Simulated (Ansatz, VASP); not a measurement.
## Two plane-wave programs on ZnH

The input INCAR:

```
SYSTEM = ZnH
ALGO = Normal
EDIFF = 1E-6
ENCUT = 520
GGA = PE
ISIF = 2
ISMEAR = 0
LASPH = .True.
LCHARG = .False.
LREAL = .False.
LWAVE = .False.
NBANDS = 21
NELM = 60
PREC = Accurate
SIGMA = 0.1
```

The input KPOINTS:

```
k-points
0
Gamma
  6 6 4
  0 0 0
```

The input POSCAR:

```
ZnH
1.0
    3.6644366600      0.0000000000      0.0000000000
    0.0000000000      3.6644366600      0.0000000000
    0.0000000000      0.0000000000      5.1822960200
Zn H
2 2
Direct
    0.0000000000      0.5000000000      0.0000000000
    0.5000000000      0.0000000000      0.5000000000
    0.5000000000      0.5000000000      0.2500000000
    0.5000000000      0.5000000000      0.7500000000
```

Input for Ansatz:

```yaml
crystal:
  lattice:
    - [3.66443666, 0.0, 0.0]
    - [0.0, 3.66443666, 0.0]
    - [0.0, 0.0, 5.18229602]
  atoms:
    - { symbol: Zn, position: [0.0, 0.5, 0.0] }
    - { symbol: Zn, position: [0.5, 0.0, 0.5] }
    - { symbol: H, position: [0.5, 0.5, 0.25] }
    - { symbol: H, position: [0.5, 0.5, 0.75] }
basis:
  ecutwfc: 420
kpoints:
  mp_grid: { grid: [6, 6, 4] }
hamiltonian:
  xc: pbe
scf:
  occupations: { method: gaussian, width: 0.1 }
  lower_state_search: "off"
output:
  forces: true
  stress: true
  eigenvalues: true
```

Change from the starting cell: ordered vacancies on the anion sites of fluorite (P4_2/mmc, No. 131).

Alike in both runs: task single point; functional PBE; k mesh 6 × 6 × 4; occupations gaussian, width 0.1 eV; no spin polarisation.

|  | VASP | Ansatz |
| --- | --- | --- |
| version | VASP 6.6.1 | Ansatz 0.2.0 |
| potentials or method | VASP PAW PBE potentials, release 64 (Zn, H), cutoff 520 eV | scalar-relativistic, plane waves, PAW |
| valence electrons in the cell | 26 | 26 |

```tsv
	VASP	Ansatz	Ansatz less VASP
gap on the k mesh at the Fermi level (eV)	none	none	-
pressure (GPa)	-8.6	-8.7	-0.01
traceless stress, the component that is largest in VASP (GPa)	0.11	0.11	0.000
```

A gap of «none» marks a metal or a gap that the smearing closes. With one functional, cell and mesh, what is left measures potentials, basis and numerics.
